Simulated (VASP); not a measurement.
# Gd (P6_3/mmc) in VASP: single point with BLYP

Aim: the single point of Gd with BLYP.

All numbers are computed with VASP 6.6.1; they aren't measurements. Logs are shortened: lines on timing, memory, paths and dates and some standing lists are left out, and cuts for length are marked.

### Step 1. The cell of the first run

It takes space group P6_3/mmc (No. 194, hexagonal). Conventional cell: a = 3.774 Å, b = 3.774 Å, c = 5.993 Å, α = 90.00°, β = 90.00°, γ = 120.00°. Gd (site symmetry -6m2) has 12 Gd at 3.70 to 3.77 Å within 4.9 Å.

### Step 2. Single point, BLYP, collinear spin, antiferromagnetic start (36.95 Å³/atom)

File INCAR:

```
SYSTEM = Gd
AGGAC    = 1.0          
AGGAX    = 1.0          
ALDAC    = 0.0          
ALDAX    = 1.0          
ALGO     = Normal         ! electronic algorithm
EDIFF    = 1E-6           ! SCF threshold, eV
ENCUT    = 520            ! plane-wave cutoff, eV
GGA      = B5             ! functional
ISIF     = 2              ! what is computed and relaxed
ISMEAR   = -1             ! smearing method
ISPIN    = 2              ! spin polarisation
LASPH    = .TRUE.         ! aspherical terms in the spheres
LCHARG   = .FALSE.        ! write CHGCAR
LMAXMIX  = 6              ! l up to which the mixer works
LORBIT   = 11             ! projections on sites
LREAL    = .FALSE.        ! projectors in reciprocal space
LWAVE    = .FALSE.        ! write WAVECAR
MAGMOM   = 7.19 -7.19     ! initial moments
NBANDS   = 29             ! bands
NELM     = 150            ! most SCF steps
PREC     = Accurate       ! precision mode
SIGMA    = 0.05           ! smearing width, eV
```

File KPOINTS:

```
k-points
0
G
  13 13 7
  0 0 0
```

File POSCAR:

```
Gd
1.0
    3.7735540711      0.0000000000      0.0000000000
   -1.8867770356      3.2679936881      0.0000000000
    0.0000000000      0.0000000000      5.9929175813
Gd
2
Direct
    0.3333333333      0.6666666667      0.2500000000
    0.6666666667      0.3333333333      0.7500000000
```

Potentials or basis: VASP PAW PBE potentials, release 64 (Gd).

On the command line:

```console
cat potpaw_PBE.64/Gd/POTCAR > POTCAR
mpirun -np 1 vasp_std > vasp.out
```

OUTCAR:

```text
SYSTEM = Gd
   EDIFF = 1E-6
   ENCUT = 520
   GGA = B5
   ISIF = 2
   ISMEAR = -1
   ISPIN = 2
   LASPH = .TRUE.
   LORBIT = 11
   LREAL = .FALSE.
   NELM = 150
   PREC = Accurate

 ion  position               nearest neighbor table
   1  0.333  0.667  0.250-
   2  0.667  0.333  0.750-

  LATTYP: Found a hexagonal cell.
 ALAT       =     3.7735540711
 C/A-ratio  =     1.5881361360

  Lattice vectors:

 A1 = (   3.7735540711,   0.0000000000,   0.0000000000)
 A2 = (  -1.8867770356,   3.2679936881,   0.0000000000)
 A3 = (   0.0000000000,   0.0000000000,   5.9929175813)

Analysis of symmetry for initial positions (statically):
=====================================================================
 Subroutine PRICEL returns:
 Original cell was already a primitive cell.

 Routine SETGRP: Setting up the symmetry group for a
 hexagonal supercell.

 Subroutine GETGRP returns: Found 24 space group operations
 (whereof 12 operations were pure point group operations)
 out of a pool of 24 trial point group operations.

The static configuration has the point symmetry D_3d.
 The point group associated with its full space group is D_6h.

Analysis of symmetry for dynamics (positions and initial velocities):
=====================================================================
 Subroutine PRICEL returns:
 Original cell was already a primitive cell.

 Routine SETGRP: Setting up the symmetry group for a
 hexagonal supercell.

 Subroutine GETGRP returns: Found 24 space group operations
 (whereof 12 operations were pure point group operations)
 out of a pool of 24 trial point group operations.

The dynamic configuration has the point symmetry D_3d.
 The point group associated with its full space group is D_6h.

Analysis of structural, dynamic, and magnetic symmetry:
=====================================================================
 Subroutine PRICEL returns:
 Original cell was already a primitive cell.

 Routine SETGRP: Setting up the symmetry group for a
 hexagonal supercell.

 Subroutine GETGRP returns: Found 24 space group operations
 (whereof 12 operations were pure point group operations)
 out of a pool of 24 trial point group operations.

The overall configuration has the point symmetry D_3d.
 The point group associated with its full space group is D_6h.

 Subroutine INISYM returns: Found 24 space group operations
 (whereof 12 operations are pure point group operations),
 and found     1 'primitive' translations

----------------------------------------------------------------------------------------

                                     Primitive cell

  volume of cell :      73.9044

  direct lattice vectors                    reciprocal lattice vectors
     3.773554071  0.000000000  0.000000000     0.265002165  0.152999072  0.000000000
    -1.886777036  3.267993688  0.000000000     0.000000000  0.305998143  0.000000000
     0.000000000  0.000000000  5.992917581     0.000000000  0.000000000  0.166863633

  length of vectors
     3.773554071  3.773554071  5.992917581     0.305998143  0.305998143  0.166863633

  position of ions in fractional coordinates (direct lattice)
     0.333333333  0.666666667  0.250000000
     0.666666667  0.333333333  0.750000000

  ion indices of the primitive-cell ions
   primitive index   ion index
                 1           1
                 2           2

----------------------------------------------------------------------------------------

 KPOINTS: k-points

Automatic generation of k-mesh.
 Grid dimensions read from file:
 generate k-points for:   13   13    7

 Generating k-lattice:

  Cartesian coordinates                     Fractional coordinates (reciprocal lattice)
     0.020384782  0.011769159  0.000000000     0.076923077  0.000000000  0.000000000
     0.000000000  0.023538319  0.000000000     0.000000000  0.076923077  0.000000000
     0.000000000  0.000000000  0.023837662     0.000000000  0.000000000  0.142857143

  Length of vectors
     0.023538319  0.023538319  0.023837662

  Shift w.r.t. Gamma in fractional coordinates (k-lattice)
     0.000000000  0.000000000  0.000000000

 Subroutine IBZKPT returns following result:
 ===========================================

 Found     84 irreducible k-points:

 Following reciprocal coordinates:
            Coordinates               Weight
  0.000000  0.000000  0.000000      1.000000
  0.076923 -0.000000  0.000000      6.000000
  0.153846 -0.000000  0.000000      6.000000
  0.230769  0.000000  0.000000      6.000000
  0.307692 -0.000000  0.000000      6.000000
  0.384615  0.000000  0.000000      6.000000
[... 16 lines left out ...]
  0.076923 -0.000000  0.142857     12.000000
  0.153846 -0.000000  0.142857     12.000000
 [... further k-points ...]
   k-points           NKPTS =     84   k-points in BZ     NKDIM =     84   number of bands    NBANDS=     29
   number of dos      NEDOS =    301   number of ions     NIONS =      2
   total plane-waves  NPLWV =  37632
   dimension x,y,z NGX =    28 NGY =   28 NGZ =   48
   dimension x,y,z NGXF=    56 NGYF=   56 NGZF=   96
   ions per type =               2
   NGX,Y,Z   is equivalent  to a cutoff of  12.34, 12.34, 13.32 a.u.
   NGXF,Y,Z  is equivalent  to a cutoff of  24.67, 24.67, 26.63 a.u.
 SYSTEM =  Gd
   PREC   = accura    normal or accurate (medium, high low for compatibility)
   ISTART =      0    job   : 0-new  1-cont  2-samecut
   ICHARG =      2    charge: 1-file 2-atom 10-const
   ISPIN  =      2    spin polarized calculation?
   LNONCOLLINEAR =      F non collinear calculations
   LSORBIT =      F    spin-orbit coupling
   LASPH  =      T    aspherical Exc in radial PAW
   ENCUT  =  520.0 eV  38.22 Ry    6.18 a.u.   7.02  7.02 11.14*2*pi/ulx,y,z
   NELM   =    150;   NELMIN=  2; NELMDL= -5     # of ELM steps
   EDIFF  = 0.1E-05   stopping-criterion for ELM
   LREAL  =      F    real-space projection
   EDIFFG = 0.1E-04   stopping-criterion for IOM
   NSW    =      0    number of steps for IOM
   IBRION =     -1    ionic relax: 0-MD 1-quasi-New 2-CG
   NFREE  =      0    steps in history (QN), initial steepest desc. (CG)
   ISIF   =      2    stress and relaxation
   ISYM   =      2    0-nonsym 1-usesym 2-fastsym
   POTIM  = 0.5000    time-step for ionic-motion
   TEBEG  =    0.0;   TEEND  =   0.0 temperature during run
   PSTRESS=    0.0 pullay stress
   NELECT =      36.0000    total number of electrons
   NUPDOWN=      -1.0000    fix difference up-down
   EMIN   =  10.00;   EMAX   =-10.00  energy-range for DOS
   EFERMI =   0.00;   METHOD = LEGACY
   ISMEAR =    -1;   SIGMA  =   0.05  broadening in eV -4-tet -1-fermi 0-gaus
   EFERMI_NEDOS =   21; number of points for ismear=-14 and -15
   IALGO  =     38    algorithm
   IMIX   =      4    mixing-type and parameters
     AMIX     =   0.40;   BMIX     =  1.00
     AMIX_MAG =   1.60;   BMIX_MAG =  1.00
  volume/ion in A,a.u.               =      36.95       249.37
  Fermi-wavevector in a.u.,A,eV,Ry     =   1.288108  2.434171 22.575091  1.659222
  Thomas-Fermi vector in A             =   2.420082
   LORBIT       =     11    0 simple, 1 ext, 2 COOP (PROOUT), +10 PAW based schemes
   GGA     = B5    functional components
   LHFCALC =     F    Hartree Fock is set to
   AEXX    =    0.0000 exact exchange contribution
   IVDW    =     0    specifies the selected vdW correction
   LEPSILON=     F    determine dielectric tensor
   LRPA    =     F    only Hartree local field effects (RPA)
 spin polarized calculation
  energy-cutoff  :      520.00
  volume of cell :       73.90
 maximum number of plane-waves:      2005
 NGX is ok and might be reduce to    28
   NGX = 13   NGY = 13   NGZ = 23

 number of electron      35.9999996 magnetization      -0.0000000

 number of electron      35.9999996 magnetization       0.0000000

 Free energy of the ion-electron system (eV)
  ---------------------------------------------------
  ext. energy  EPLUGINS =         0.00000000
  ---------------------------------------------------
  free energy    TOTEN  =       -21.08140070 eV

  energy without entropy =      -21.04146284  energy(sigma->0) =      -21.06143177

 E-fermi :   2.9091     XC(G=0):  -8.9955

 val. band max:        2.9073370852   @ k =   0.2308   0.0000   0.1429
 cond. band min:       2.9158025608   @ k =   0.1538   0.1538   0.0000
 fundamental gap:      0.0084654756
 Fermi energy:         2.9090710734

 spin component 1

 k-point     1 :       0.0000    0.0000    0.0000
  band No.  band energies     occupation
      1     -42.1348      1.00000
      2     -39.1331      1.00000
      3     -19.7105      1.00000
      4     -19.5225      1.00000
      5     -19.5225      1.00000
      6     -17.5107      1.00000
[... 21 lines left out ...]
     28       4.8959      0.00000
     29       5.4944      0.00000
[... 705 lines left out ...]
 k-point    24 :       0.1538   -0.0000    0.1429
  band No.  band energies     occupation
      1     -42.1298      1.00000
      2     -39.1269      1.00000
      3     -19.6897      1.00000
      4     -19.5989      1.00000
      5     -19.5405      1.00000
      6     -17.5130      1.00000
[... 21 lines left out ...]
     28       4.8426      0.00000
     29       5.0904      0.00000

 [... further k-points ...]

 spin component 2

 k-point     1 :       0.0000    0.0000    0.0000
  band No.  band energies     occupation
      1     -42.1348      1.00000
      2     -39.1331      1.00000
      3     -19.7105      1.00000
      4     -19.5225      1.00000
      5     -19.5225      1.00000
      6     -17.5107      1.00000
[... 21 lines left out ...]
     28       4.8959      0.00000
     29       5.5120      0.00000
[... 705 lines left out ...]
 k-point    24 :       0.1538   -0.0000    0.1429
  band No.  band energies     occupation
      1     -42.1298      1.00000
      2     -39.1269      1.00000
      3     -19.6897      1.00000
      4     -19.5989      1.00000
      5     -19.5405      1.00000
      6     -17.5130      1.00000
[... 21 lines left out ...]
     28       4.8426      0.00000
     29       5.0855      0.00000

 [... further k-points ...]

------------------------ aborting loop because EDIFF is reached ----------------------------------------

  FORCE on cell =-STRESS in cart. coord.  units (eV):
  Direction    XX          YY          ZZ          XY          YZ          ZX
  --------------------------------------------------------------------------------------
  -------------------------------------------------------------------------------------
  Total       -0.9239039     -0.9239039     -0.9157397      0.0000000      0.0000000     -0.0000000
  in kB      -20.0293700    -20.0293700    -19.8523769      0.0000000      0.0000000     -0.0000000
  external PRESSURE =     -19.9703723 kB  Pullay stress =       0.0000000 kB

 VOLUME and BASIS-vectors are now :
 -----------------------------------------------------------------------------
  energy-cutoff  :      520.00
  volume of cell :       73.90
      direct lattice vectors                 reciprocal lattice vectors
     3.773554071  0.000000000  0.000000000     0.265002165  0.152999072  0.000000000
    -1.886777036  3.267993688  0.000000000     0.000000000  0.305998143  0.000000000
     0.000000000  0.000000000  5.992917581     0.000000000  0.000000000  0.166863633

 POSITION                                       TOTAL-FORCE (eV/Angst)
 -----------------------------------------------------------------------------------
     -0.00000      2.17866      1.49823        -0.000000      0.000000      0.000000
      1.88678      1.08933      4.49469         0.000000     -0.000000      0.000000
 -----------------------------------------------------------------------------------
    total drift:                               -0.000000      0.000000     -0.000000

  FREE ENERGIE OF THE ION-ELECTRON SYSTEM (eV)
  ---------------------------------------------------
  free  energy   TOTEN  =       -21.0814006958 eV

  energy  without entropy=      -21.0414628379  energy(sigma->0) =      -21.06143177

 total charge

# of ion       s       p       d       f       tot
--------------------------------------------------
    1        2.070   5.548   0.537   7.041  15.196
    2        2.070   5.548   0.537   7.041  15.196
--------------------------------------------------
tot          4.140  11.096   1.074  14.083  30.392

 magnetization (x)

# of ion       s       p       d       f       tot
--------------------------------------------------
    1        0.008  -0.066   0.179   6.755   6.876
    2       -0.008   0.066  -0.179  -6.755  -6.876
--------------------------------------------------
tot          0.000   0.000   0.000   0.000   0.000
```

It took 16 min on 1 thread of Intel Xeon 8259CL, shared host; peak memory 0.42 GiB.

What came out:

```yaml
Free_energy: -21.0814 eV
Pressure: -2.0 GPa
Band_gap_on_the_k_mesh: zero (filled and empty bands overlap)
Net_moment: 0.00 μB per cell
Site_moments: Gd +6.88, -6.88 μB
Valence_electrons_inside_the_program's_atomic_spheres: Gd 15.20
```

Levels at points of the mesh, in eV from the Fermi level:
Spin up:
| k point | band 15 | band 16 | band 17 | band 18 | band 19 | band 20 | band 21 | band 22 |
| --- | --- | --- | --- | --- | --- | --- | --- | --- |
| (0.00, 0.00, 0.00) | -4.64 | -4.35 | -1.75 | 0.30 | 0.34 | 0.41 | 0.41 | 0.52 |
Spin down:
```tsv
k point	band 16	band 17	band 18	band 19	band 20	band 21
(0.00, 0.00, 0.00)	-4.35	-1.75	0.30	0.34	0.41	0.41
```

Caveat: the PAW data sets were made with another functional, which shifts forces and pressure a little; spin-orbit coupling is left out, which moves the levels of the heavy elements; semilocal functionals describe open f shells poorly, which spoils levels, moments and volumes. The state reached can hang on the start; a lower one may exist.
